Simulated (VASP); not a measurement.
The system is TcPt.

```
Tc Pt
1.0
     2.78271    0.00000    0.00000
    -1.39135    2.40989    0.00000
     0.00000    0.00000    4.48587
Tc Pt
1 1
Direct
  0.66667 0.33333 0.00000
  0.00000 0.00000 0.50000
```

Base run:

```yaml
Program: VASP 6.6.1
Functional: PBEsol
Potentials_or_basis: VASP PAW PBE potentials, release 64 (Tc_pv, Pt)
Cutoff: 520 eV
k_mesh: 9 × 9 × 5
Occupations: fermi-dirac, width 0.05 eV
Spin: no spin polarisation
```

Its results: pressure -13.0 GPa.

Question: The run is repeated on the same cell with these changes: k mesh from 9 × 9 × 5 to 3 × 3 × 2. What comes out?

Answer: Pressure -7.9 GPa.

Caveats: some runs use coarse meshes; the PAW data sets were made with another functional, which shifts forces and pressure a little.
